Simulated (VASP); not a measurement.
A run of VASP 6.6.1 is set up as follows.

Contents of INCAR:

```
SYSTEM = Na4F
PREC = Accurate ; ENCUT = 520
EDIFF = 1E-6 ; ISMEAR = 0
SIGMA = 0.1 ; LREAL = .FALSE.
LASPH = .TRUE. ; NELM = 100
ALGO = Normal ; ISIF = 2
LWAVE = .FALSE. ; LCHARG = .FALSE.
GGA = PE ; NBANDS = 26
```

File KPOINTS:

```
Automatic mesh
0
G
  8 8 8
  0 0 0
```

File POSCAR:

```
Na4F
1.0
   -3.1747390255      3.1747390255      3.1747390255
    3.1747390255     -3.1747390255      3.1747390255
    3.1747390255      3.1747390255     -3.1747390255
Na F
4 1
Direct
    0.5000000000      0.5000000000      0.5000000000
    0.0000000000      0.0000000000      0.5000000000
    0.0000000000      0.5000000000      0.0000000000
    0.5000000000      0.0000000000      0.0000000000
    0.0000000000      0.0000000000      0.0000000000
```

Potentials or basis: VASP PAW PBE potentials, release 64 (Na_pv, F).

Run with:

```sh
$ cat potpaw_PBE.64/Na_pv/POTCAR potpaw_PBE.64/F/POTCAR > POTCAR
$ mpirun -np 1 vasp_std > vasp.out
```

(1) Estimate the pressure.

Results:

(1) -0.1 GPa.

Caveat: an odd number of electrons without spin polarisation forces a metal; a magnetic or distorted state may lie lower.
